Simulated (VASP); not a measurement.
# Bi (Fm-3m) in VASP: further runs

The runs below take Bi through single point, with LDA.

Everything below comes from runs of VASP 6.6.1. Logs are shortened: lines on timing, memory, paths and dates and some standing lists are left out, and cuts for length are marked.

## (1) The cell of the first run

Symmetry: Fm-3m, No. 225, cubic system. Conventional cell: a = 4.907 Å, b = 4.907 Å, c = 4.907 Å, α = 90.00°, β = 90.00°, γ = 90.00°. Bi (site symmetry m-3m) has 12 Bi at 3.47 Å within 4.6 Å.

## (2) Single point, LDA

INCAR reads:

```
  PREC = Accurate
  ENCUT = 520
  EDIFF = 1E-6
  ISMEAR = -1
  SIGMA = 0.1
  LREAL = False
  LASPH = True
  NELM = 100
  ALGO = Normal
  ISIF = 2
  LWAVE = False
  LCHARG = True
  LELF = True
  LVHAR = True
  NBANDS = 14
```

KPOINTS reads:

```
Automatic mesh
0
Gamma
  11 11 11
```

POSCAR reads:

```
Bi
1.0
    0.0000000000      2.4533829460      2.4533829460
    2.4533829460      0.0000000000      2.4533829460
    2.4533829460      2.4533829460      0.0000000000
Bi
1
Direct
    0.0000000000      0.0000000000      0.0000000000
```

Potentials or basis: VASP PAW LDA potentials, release 64 (Bi_d).

Command:

```sh
$ cat potpaw_LDA.64/Bi_d/POTCAR > POTCAR
$ mpirun -np 1 vasp_std > vasp.out
```

OUTCAR:

```text
PREC = Accurate
   ENCUT = 520
   EDIFF = 1E-6
   ISMEAR = -1
   LREAL = False
   LASPH = True
   NELM = 100
   ISIF = 2

 ion  position               nearest neighbor table
   1  0.000  0.000  0.000-

  LATTYP: Found a face centered cubic cell.
 ALAT       =     4.9067658920

  Lattice vectors:

 A1 = (   0.0000000000,   2.4533829460,   2.4533829460)
 A2 = (   2.4533829460,   0.0000000000,   2.4533829460)
 A3 = (   2.4533829460,   2.4533829460,   0.0000000000)

Analysis of symmetry for initial positions (statically):
=====================================================================
 Subroutine PRICEL returns:
 Original cell was already a primitive cell.

 Routine SETGRP: Setting up the symmetry group for a
 face centered cubic supercell.

 Subroutine GETGRP returns: Found 48 space group operations
 (whereof 48 operations were pure point group operations)
 out of a pool of 48 trial point group operations.

The static configuration has the point symmetry O_h .

Analysis of symmetry for dynamics (positions and initial velocities):
=====================================================================
 Subroutine PRICEL returns:
 Original cell was already a primitive cell.

 Routine SETGRP: Setting up the symmetry group for a
 face centered cubic supercell.

 Subroutine GETGRP returns: Found 48 space group operations
 (whereof 48 operations were pure point group operations)
 out of a pool of 48 trial point group operations.

The dynamic configuration has the point symmetry O_h .

 Subroutine INISYM returns: Found 48 space group operations
 (whereof 48 operations are pure point group operations),
 and found     1 'primitive' translations

----------------------------------------------------------------------------------------

                                     Primitive cell

  volume of cell :      29.5343

  direct lattice vectors                    reciprocal lattice vectors
     0.000000000  2.453382946  2.453382946    -0.203800226  0.203800226  0.203800226
     2.453382946  0.000000000  2.453382946     0.203800226 -0.203800226  0.203800226
     2.453382946  2.453382946  0.000000000     0.203800226  0.203800226 -0.203800226

  length of vectors
     3.469607436  3.469607436  3.469607436     0.352992347  0.352992347  0.352992347

  position of ions in fractional coordinates (direct lattice)
     0.000000000  0.000000000  0.000000000

  ion indices of the primitive-cell ions
   primitive index   ion index
                 1           1

----------------------------------------------------------------------------------------

 KPOINTS: Automatic mesh

Automatic generation of k-mesh.
 Grid dimensions read from file:
 generate k-points for:   11   11   11

 Generating k-lattice:

  Cartesian coordinates                     Fractional coordinates (reciprocal lattice)
    -0.018527293  0.018527293  0.018527293     0.090909091  0.000000000  0.000000000
     0.018527293 -0.018527293  0.018527293     0.000000000  0.090909091  0.000000000
     0.018527293  0.018527293 -0.018527293     0.000000000  0.000000000  0.090909091

  Length of vectors
     0.032090213  0.032090213  0.032090213

  Shift w.r.t. Gamma in fractional coordinates (k-lattice)
     0.000000000  0.000000000  0.000000000

 Subroutine IBZKPT returns following result:
 ===========================================

 Found     56 irreducible k-points:

 Following reciprocal coordinates:
            Coordinates               Weight
  0.000000  0.000000  0.000000      1.000000
  0.090909  0.000000  0.000000      8.000000
  0.181818  0.000000  0.000000      8.000000
  0.272727  0.000000  0.000000      8.000000
  0.363636  0.000000  0.000000      8.000000
  0.454545  0.000000  0.000000      8.000000
[... 16 lines left out ...]
 -0.272727  0.181818  0.000000     24.000000
 -0.181818  0.181818  0.000000     12.000000
 [... further k-points ...]
   k-points           NKPTS =     56   k-points in BZ     NKDIM =     56   number of bands    NBANDS=     14
   number of dos      NEDOS =    301   number of ions     NIONS =      1
   total plane-waves  NPLWV =  21952
   dimension x,y,z NGX =    28 NGY =   28 NGZ =   28
   dimension x,y,z NGXF=    56 NGYF=   56 NGZF=   56
   ions per type =               1
   NGX,Y,Z   is equivalent  to a cutoff of  13.42, 13.42, 13.42 a.u.
   NGXF,Y,Z  is equivalent  to a cutoff of  26.83, 26.83, 26.83 a.u.
 SYSTEM =  unknown system
   PREC   = accura    normal or accurate (medium, high low for compatibility)
   ISTART =      0    job   : 0-new  1-cont  2-samecut
   ICHARG =      2    charge: 1-file 2-atom 10-const
   ISPIN  =      1    spin polarized calculation?
   LNONCOLLINEAR =      F non collinear calculations
   LSORBIT =      F    spin-orbit coupling
   LASPH  =      T    aspherical Exc in radial PAW
   ENCUT  =  520.0 eV  38.22 Ry    6.18 a.u.   6.45  6.45  6.45*2*pi/ulx,y,z
   NELM   =    100;   NELMIN=  2; NELMDL= -5     # of ELM steps
   EDIFF  = 0.1E-05   stopping-criterion for ELM
   LREAL  =      F    real-space projection
   EDIFFG = 0.1E-04   stopping-criterion for IOM
   NSW    =      0    number of steps for IOM
   IBRION =     -1    ionic relax: 0-MD 1-quasi-New 2-CG
   NFREE  =      0    steps in history (QN), initial steepest desc. (CG)
   ISIF   =      2    stress and relaxation
   ISYM   =      2    0-nonsym 1-usesym 2-fastsym
   POTIM  = 0.5000    time-step for ionic-motion
   TEBEG  =    0.0;   TEEND  =   0.0 temperature during run
   PSTRESS=    0.0 pullay stress
   NELECT =      15.0000    total number of electrons
   NUPDOWN=      -1.0000    fix difference up-down
   EMIN   =  10.00;   EMAX   =-10.00  energy-range for DOS
   EFERMI =   0.00;   METHOD = LEGACY
   ISMEAR =    -1;   SIGMA  =   0.10  broadening in eV -4-tet -1-fermi 0-gaus
   EFERMI_NEDOS =   21; number of points for ismear=-14 and -15
   IALGO  =     38    algorithm
   IMIX   =      4    mixing-type and parameters
     AMIX     =   0.40;   BMIX     =  1.00
     AMIX_MAG =   1.60;   BMIX_MAG =  1.00
  volume/ion in A,a.u.               =      29.53       199.31
  Fermi-wavevector in a.u.,A,eV,Ry     =   1.306161  2.468286 23.212294  1.706055
  Thomas-Fermi vector in A             =   2.436981
   LORBIT       =      0    0 simple, 1 ext, 2 COOP (PROOUT), +10 PAW based schemes
   GGA     = CA    functional components
   LHFCALC =     F    Hartree Fock is set to
   AEXX    =    0.0000 exact exchange contribution
   IVDW    =     0    specifies the selected vdW correction
   LEPSILON=     F    determine dielectric tensor
   LRPA    =     F    only Hartree local field effects (RPA)
 non-spin polarized calculation
  energy-cutoff  :      520.00
  volume of cell :       29.53
 maximum number of plane-waves:       821
 NGX is ok and might be reduce to    28
   NGX = 13   NGY = 13   NGZ = 13

 number of electron      15.0000000 magnetization

 Free energy of the ion-electron system (eV)
  ---------------------------------------------------
  ext. energy  EPLUGINS =         0.00000000
  ---------------------------------------------------
  free energy    TOTEN  =        -4.41034291 eV

  energy without entropy =       -4.37955266  energy(sigma->0) =       -4.39494779

 E-fermi :   8.4319     XC(G=0): -10.7825

 val. band max:        8.4239840156   @ k =  -0.1818   0.0909   0.0000
 cond. band min:       8.4477725989   @ k =   0.4545   0.2727   0.0909
 fundamental gap:      0.0237885834
 Fermi energy:         8.4318970847

 k-point     1 :       0.0000    0.0000    0.0000
  band No.  band energies     occupation
      1     -14.6436      2.00000
      2     -14.6436      2.00000
      3     -14.6436      2.00000
      4     -14.5571      2.00000
      5     -14.5571      2.00000
      6      -5.5643      2.00000
      7      13.6647      0.00000
      8      13.6647      0.00000
      9      13.6647      0.00000
     10      17.5206      0.00000
     11      18.0083      0.00000
     12      19.5541      0.00000
     13      19.5541      0.00000
     14      19.5541      0.00000

 k-point     2 :       0.0909    0.0000    0.0000
  band No.  band energies     occupation
      1     -14.6426      2.00000
      2     -14.6362      2.00000
      3     -14.6362      2.00000
      4     -14.5570      2.00000
      5     -14.5570      2.00000
      6      -5.4126      2.00000
      7      12.0485      0.00000
      8      13.4860      0.00000
      9      13.4860      0.00000
     10      16.9931      0.00000
     11      18.9056      0.00000
     12      19.8664      0.00000
     13      19.8664      0.00000
     14      21.1464      0.00000

 k-point     3 :       0.1818    0.0000    0.0000
  band No.  band energies     occupation
      1     -14.6403      2.00000
      2     -14.6229      2.00000
      3     -14.6229      2.00000
      4     -14.5498      2.00000
      5     -14.5498      2.00000
      6      -4.9631      2.00000
      7       9.3306      0.00025
      8      13.0626      0.00000
      9      13.0626      0.00000
     10      16.4497      0.00000
     11      19.9565      0.00000
     12      20.1267      0.00000
     13      20.1267      0.00000
     14      20.4236      0.00000
[... 324 lines left out ...]
 k-point    23 :      -0.2727    0.1818    0.0000
  band No.  band energies     occupation
      1     -14.6298      2.00000
      2     -14.6164      2.00000
      3     -14.5847      2.00000
      4     -14.5374      2.00000
      5     -14.4966      2.00000
      6      -3.1817      2.00000
      7       5.5509      2.00000
      8       8.4090      1.11419
      9      12.2459      0.00000
     10      16.0988      0.00000
     11      18.8417      0.00000
     12      19.7671      0.00000
     13      21.2698      0.00000
     14      21.5294      0.00000

 k-point    24 :      -0.1818    0.1818    0.0000
  band No.  band energies     occupation
      1     -14.6316      2.00000
      2     -14.6188      2.00000
      3     -14.5830      2.00000
      4     -14.5714      2.00000
      5     -14.5067      2.00000
      6      -4.0031      2.00000
      7       7.3027      1.99998
      8       9.2112      0.00082
      9      13.0367      0.00000
     10      17.1429      0.00000
     11      18.3888      0.00000
     12      19.6597      0.00000
     13      19.9146      0.00000
     14      20.4356      0.00000

 [... further k-points ...]
[... 5 lines left out ...]
  --------------------------------------------------------------------------------------
  -------------------------------------------------------------------------------------
  Total        0.0240334      0.0240334      0.0240334      0.0000000     -0.0000000      0.0000000
  in kB        1.3037648      1.3037648      1.3037648      0.0000000     -0.0000000      0.0000000
  external PRESSURE =       1.3037648 kB  Pullay stress =       0.0000000 kB

 VOLUME and BASIS-vectors are now :
 -----------------------------------------------------------------------------
  energy-cutoff  :      520.00
  volume of cell :       29.53
      direct lattice vectors                 reciprocal lattice vectors
     0.000000000  2.453382946  2.453382946    -0.203800226  0.203800226  0.203800226
     2.453382946  0.000000000  2.453382946     0.203800226 -0.203800226  0.203800226
     2.453382946  2.453382946  0.000000000     0.203800226  0.203800226 -0.203800226

 POSITION                                       TOTAL-FORCE (eV/Angst)
 -----------------------------------------------------------------------------------
      0.00000      0.00000      0.00000         0.000000      0.000000      0.000000
 -----------------------------------------------------------------------------------
    total drift:                               -0.000000     -0.000000     -0.000000

  FREE ENERGIE OF THE ION-ELECTRON SYSTEM (eV)
  ---------------------------------------------------
  free  energy   TOTEN  =        -4.4103429104 eV

  energy  without entropy=       -4.3795526640  energy(sigma->0) =       -4.39494779
```

Run time: 15 s. Hardware: 1 thread of Intel Xeon Platinum 8488C (Sapphire Rapids), shared host; peak memory 0.15 GiB.

What came out:

```
Free energy : -4.4103 eV
Pressure    : 0.1 GPa
```

Caveat: spin-orbit coupling is left out, which moves the levels of the heavy elements.

## (3) Single point, LDA (volume scaled by 0.88)

INCAR reads:

```
SYSTEM = Bi
PREC = Accurate
ENCUT = 520
EDIFF = 1E-6
ISMEAR = -1
SIGMA = 0.1
LREAL = .False.
LASPH = .True.
NELM = 80
ALGO = Normal
ISIF = 2
LWAVE = .False.
LCHARG = .False.
NBANDS = 14
```

KPOINTS reads:

```
regular mesh
0
Gamma
  13 13 13
  0 0 0
```

POSCAR reads:

```
Bi
1.0
    0.0000000000      2.3510375529      2.3510375529
    2.3510375529      0.0000000000      2.3510375529
    2.3510375529      2.3510375529      0.0000000000
Bi
1
Direct
    0.0000000000      0.0000000000      0.0000000000
```

Potentials or basis: VASP PAW LDA potentials, release 64 (Bi_d).

Command:

```sh
$ cat potpaw_LDA.64/Bi_d/POTCAR > POTCAR
$ mpirun -np 1 vasp_std > vasp.out
```

It took 26 s on 1 thread of Intel Xeon Platinum 8488C (Sapphire Rapids), shared host; peak memory 0.15 GiB.

It converged, with:

* Free energy: -4.3038 eV
* Pressure: 10.9 GPa

Levels at points of the mesh, in eV from the Fermi level:
```
           k point  band 3  band 4  band 5  band 6  band 7  band 8  band 9  band 10  band 11  band 12
(0.00, 0.00, 0.00)  -23.18  -23.04  -23.04  -14.99    6.21    6.21    6.21     8.97    11.25    11.92
```

Caveat: spin-orbit coupling is left out, which moves the levels of the heavy elements.

## (4) Single point, LDA (volume scaled by 0.92)

INCAR reads:

```
SYSTEM = Bi
PREC = Accurate
ENCUT = 520
EDIFF = 1E-6
ISMEAR = -1
SIGMA = 0.1
LREAL = .FALSE.
LASPH = .TRUE.
NELM = 100
ALGO = Normal
ISIF = 2
LWAVE = .FALSE.
LCHARG = .TRUE.
LELF = .TRUE.
LVHAR = .TRUE.
NBANDS = 14
```

KPOINTS reads:

```
regular mesh
0
G
  13 13 13
  0 0 0
```

POSCAR reads:

```
Bi
1.0
    0.0000000000      2.3861328397      2.3861328397
    2.3861328397      0.0000000000      2.3861328397
    2.3861328397      2.3861328397      0.0000000000
Bi
1
Direct
    0.0000000000      0.0000000000      0.0000000000
```

Potentials or basis: VASP PAW LDA potentials, release 64 (Bi_d).

Command:

```sh
$ cat potpaw_LDA.64/Bi_d/POTCAR > POTCAR
$ mpirun -np 1 vasp_std > vasp.out
```

OUTCAR:

```text
SYSTEM = Bi
   PREC = Accurate
   ENCUT = 520
   EDIFF = 1E-6
   ISMEAR = -1
   LREAL = .FALSE.
   LASPH = .TRUE.
   NELM = 100
   ISIF = 2

 ion  position               nearest neighbor table
   1  0.000  0.000  0.000-

  LATTYP: Found a face centered cubic cell.
 ALAT       =     4.7722656794

  Lattice vectors:

 A1 = (   0.0000000000,   2.3861328397,   2.3861328397)
 A2 = (   2.3861328397,   0.0000000000,   2.3861328397)
 A3 = (   2.3861328397,   2.3861328397,   0.0000000000)

Analysis of symmetry for initial positions (statically):
[... 578 lines left out ...]
      8      11.0966      0.00000
      9      12.2566      0.00000
     10      16.3126      0.00000
     11      20.8668      0.00000
     12      21.9057      0.00000
     13      22.6123      0.00000
     14      23.2629      0.00000

 [... further k-points ...]
[... 5 lines left out ...]
  --------------------------------------------------------------------------------------
  -------------------------------------------------------------------------------------
  Total        1.0844583      1.0844583      1.0844583      0.0000000      0.0000000      0.0000000
  in kB       63.9454435     63.9454435     63.9454435      0.0000000      0.0000000      0.0000000
  external PRESSURE =      63.9454435 kB  Pullay stress =       0.0000000 kB

 VOLUME and BASIS-vectors are now :
 -----------------------------------------------------------------------------
  energy-cutoff  :      520.00
  volume of cell :       27.17
      direct lattice vectors                 reciprocal lattice vectors
     0.000000000  2.386132840  2.386132840    -0.209544076  0.209544076  0.209544076
     2.386132840  0.000000000  2.386132840     0.209544076 -0.209544076  0.209544076
     2.386132840  2.386132840  0.000000000     0.209544076  0.209544076 -0.209544076

 POSITION                                       TOTAL-FORCE (eV/Angst)
 -----------------------------------------------------------------------------------
      0.00000      0.00000      0.00000         0.000000      0.000000      0.000000
 -----------------------------------------------------------------------------------
    total drift:                               -0.000000     -0.000000     -0.000000

  FREE ENERGIE OF THE ION-ELECTRON SYSTEM (eV)
  ---------------------------------------------------
  free  energy   TOTEN  =        -4.3677558871 eV

  energy  without entropy=       -4.3429878985  energy(sigma->0) =       -4.35537189
```

Wall time 18 s (1 thread of Intel Xeon Platinum 8488C (Sapphire Rapids), shared host); peak memory 0.16 GiB.

Results:

- Free energy: -4.3678 eV
- Pressure: 6.4 GPa

Levels at points of the mesh, in eV from the Fermi level:
```csv
k point,band 4,band 5,band 6,band 7,band 8,band 9,band 10,band 11
"(0.00, 0.00, 0.00)",-23.00,-23.00,-14.61,5.88,5.88,5.88,9.04,10.67
```

Caveat: spin-orbit coupling is left out, which moves the levels of the heavy elements.

## (5) The runs side by side

```tsv
cell	k mesh	gap on the mesh (eV)	pressure (GPa)
a = 3.470 Å, angles 60.0°, 1 atom	11 × 11 × 11	none	0.1
a = 3.325 Å, angles 60.0°, 1 atom	13 × 13 × 13	none	10.9
a = 3.375 Å, angles 60.0°, 1 atom	13 × 13 × 13	none	6.4
```

Alike in all rows: task single point; level LDA; potentials or basis VASP PAW LDA potentials, release 64 (Bi_d); no spin polarisation; cutoff (eV) 520; smearing fermi-dirac 0.1 eV.

Caveats: spin-orbit coupling is left out, which moves the levels of the heavy elements.

Absolute energies hang on the potentials; compare differences alone.
